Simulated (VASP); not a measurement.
Wanted: the native input for a VASP 6.6.1 run.

```
Task                   : single point
Functional             : PBE
Potentials or basis    : VASP PAW PBE potentials, release 64 (Bi_d)
Cutoff                 : 520 eV
k mesh                 : 12 × 12 × 12
Occupations            : gaussian, width 0.15 eV
Spin                   : no spin polarisation
Dipole correction      : no
Further INCAR settings : ALGO = Fast; EDIFF = 1e-07; NBANDS = 22
```

The structure of Bi lies in POSCAR:

```
Bi
1.0
    2.3370612710      1.3493029540      3.7402033644
   -2.3370612710      1.3493029540      3.7402033644
    0.0000000000     -2.6986059078      3.7402033644
Bi
2
Direct
    0.2338900000      0.2338900000      0.2338900000
    0.7661100000      0.7661100000      0.7661100000
```

This cell differs from its parent crystal: ratio of the length along z to the lengths across it x 0.92, volume and fractional coordinates fixed.

One way to write it, as run:

INCAR

```
SYSTEM = Bi
PREC     = Accurate       ! precision mode
ENCUT    = 520            ! plane-wave cutoff, eV
EDIFF    = 1E-7           ! SCF threshold, eV
ISMEAR   = 0              ! smearing method
SIGMA    = 0.15           ! smearing width, eV
LREAL    = .FALSE.        ! projectors in reciprocal space
LASPH    = .TRUE.         ! aspherical terms in the spheres
NELM     = 80             ! most SCF steps
ALGO     = Fast           ! electronic algorithm
ISIF     = 2              ! what is computed and relaxed
LWAVE    = .FALSE.        ! write WAVECAR
LCHARG   = .TRUE.         ! write CHGCAR
GGA      = PE             ! functional
LELF     = .TRUE.         ! ELF
LVHAR    = .TRUE.       
NBANDS   = 22             ! bands
```

KPOINTS

```
Automatic mesh
0
G
  12 12 12
  0 0 0
```

Potentials or basis: VASP PAW PBE potentials, release 64 (Bi_d).

Run with:

```sh
$ cat potpaw_PBE.64/Bi_d/POTCAR > POTCAR
$ mpirun -np 1 vasp_std > vasp.out
```

Results of the run:

* Pressure: 1.3 GPa
* Largest force: 0.280 eV/Å
* Band gap on the k mesh: zero (bands 15 and 16 overlap by 0.15 eV)

Caveat: spin-orbit coupling is left out, which moves the levels of the heavy elements.

Wall time 5.9 min on 1 thread of Intel Xeon 8259CL (shared host), peak memory 0.37 GiB.
